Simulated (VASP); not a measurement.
PbSe, 2 atoms in the cell. Symmetry: Fm-3m, No. 225, cubic system. Conventional cell: a = 5.736 Å, b = 5.736 Å, c = 5.736 Å, α = 90.00°, β = 90.00°, γ = 90.00°. Pb (site symmetry m-3m) has 6 Se at 2.87 Å within 3.8 Å. Within 3.8 Å of Se (site symmetry m-3m) lie 6 Pb at 2.87 Å. 

| Property | Result |
| --- | --- |
| Program | VASP 6.6.1 |
| Task | single point |
| Functional | PBEsol |
| Potentials or basis | VASP PAW PBE potentials, release 64 (Pb_d, Se) |
| Cutoff | 520 eV |
| k mesh | 14 × 14 × 14 |
| Occupations | gaussian, width 0.01 eV |
| Spin | no spin polarisation |
| Dipole correction | no |
| Further INCAR settings | ALGO = Normal; EDIFF = 1e-07; NBANDS = 17 |

Potentials or basis: VASP PAW PBE potentials, release 64 (Pb_d, Se).

Launch:

```sh
$ cat potpaw_PBE.64/Pb_d/POTCAR potpaw_PBE.64/Se/POTCAR > POTCAR
$ mpirun -np 1 vasp_std > vasp.out
```

Hardware: 1 thread of Intel(R) Xeon(R) Platinum 8559C (Emerald Rapids) (shared host).

Task: How long does it take, and how much memory?

Result: Run time: 44 s on 1 thread of Intel(R) Xeon(R) Platinum 8559C (Emerald Rapids), with other jobs on the host, peak memory 0.22 GiB. Counts: scf iterations 13, k points 104.
